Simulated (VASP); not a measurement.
Crystal: Zn.

```
CELL_PARAMETERS angstrom
-1.56904 1.56904 1.56904
1.56904 -1.56904 1.56904
1.56904 1.56904 -1.56904
ATOMIC_POSITIONS crystal
Zn 0.00000 0.00000 0.00000
```

| Property | Result |
| --- | --- |
| Program | VASP 6.6.1 |
| Task | relaxation of cell and atoms |
| Functional | LDA |
| Potentials or basis | VASP PAW LDA potentials, release 64 (Zn) |
| Cutoff | 600 eV |
| k mesh | 8 × 8 × 8 |
| Occupations | fermi-dirac, width 0.05 eV |
| Spin | no spin polarisation |

At the start: pressure -8.8 GPa; volume 15.45 Å³/atom.

Question: Where does the relaxation end?

Answer: Over 4 steps the energy falls by 60.7 meV/atom and the volume is 13.55 Å³/atom (-12.3 %); space group Im-3m (No. 229, to 0.05 Å).

Step by step:
```
step  energy change (eV)  largest force (eV/Å)  pressure (GPa)  volume (Å³)
   1              0.0000                0.0000           -8.80        15.45
   2             -0.0606                0.0000           -0.81        13.63
   3             -0.0607                0.0000            0.31        13.51
   4             -0.0607                0.0000            0.04        13.55
```

Final structure:
```
Zn
1.0
    -1.50175    1.50175    1.50175
     1.50175   -1.50175    1.50175
     1.50175    1.50175   -1.50175
Zn
1
Direct
  0.00000 0.00000 0.00000
```
